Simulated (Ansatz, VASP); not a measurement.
## One calculation of LiF, two programs

```
Li F
1.0
     0.00000    2.03356    2.03356
     2.03356    0.00000    2.03356
     2.03356    2.03356    0.00000
Li F
1 1
Cartesian
  0.0000 0.0000 0.0000
  2.0336 2.0336 2.0336
```

Alike in both runs: functional PBE; k mesh 7 × 7 × 7; no spin polarisation.

Ansatz relaxed the structure, and its values are those at the end. VASP's run is a single point on that final structure, the one shown.

|  | VASP | Ansatz |
| --- | --- | --- |
| version | VASP 6.6.1 | Ansatz 0.2.0 |
| potentials or method | VASP PAW PBE potentials, release 64 (Li_sv, F) | plane waves, PAW |
| plane-wave cutoff (eV) | 750 | 420 |
| occupations | gaussian, width 0.01 eV | fixed |
| valence electrons in the cell | 10 | 10 |

|  | VASP | Ansatz | Ansatz less VASP |
| --- | --- | --- | --- |
| pressure (GPa) | -0.7 | 0.0 | +0.72 |
